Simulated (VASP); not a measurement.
NaH, 2 atoms in the cell. The structure is cubic, space group Fm-3m (No. 225). Conventional cell: a = 4.794 Å, b = 4.794 Å, c = 4.794 Å, α = 90.00°, β = 90.00°, γ = 90.00°. Within 3.2 Å of Na (site symmetry m-3m) lie 6 H at 2.40 Å. H (site symmetry m-3m) has 6 Na at 2.40 Å within 3.2 Å. 

- Program: VASP 6.6.1
- Task: relaxation of cell and atoms
- Functional: r2SCAN
- Potentials or basis: VASP PAW PBE potentials, release 64 (Na_pv, H)
- Cutoff: 600 eV
- k mesh: 8 × 8 × 8
- Occupations: gaussian, width 0.01 eV
- Spin: no spin polarisation
- Target pressure: 7 GPa
- Dipole correction: no
- Further INCAR settings: ALGO = Normal; EDIFF = 1e-06; IBRION = 2; EDIFFG = -0.002; NSW = 100; ISIF = 3

Potentials or basis: VASP PAW PBE potentials, release 64 (Na_pv, H).

Run with:

```sh
$ cat potpaw_PBE.64/Na_pv/POTCAR potpaw_PBE.64/H/POTCAR > POTCAR
$ cp INCAR.step1 INCAR
$ mpirun -np 1 vasp_std > vasp.out
$ cp INCAR.step2 INCAR
$ mpirun -np 1 vasp_std > vasp.out
```

Hardware: 1 thread of AMD EPYC 9R45 96-Core Processor (Zen 5) (shared host).

Task: How long does it take, and how much memory?

Result: Run time: 75 s on 1 thread of AMD EPYC 9R45 96-Core Processor (Zen 5), with other jobs on the host, peak memory 0.13 GiB. Counts: k points 29, ion steps 4.
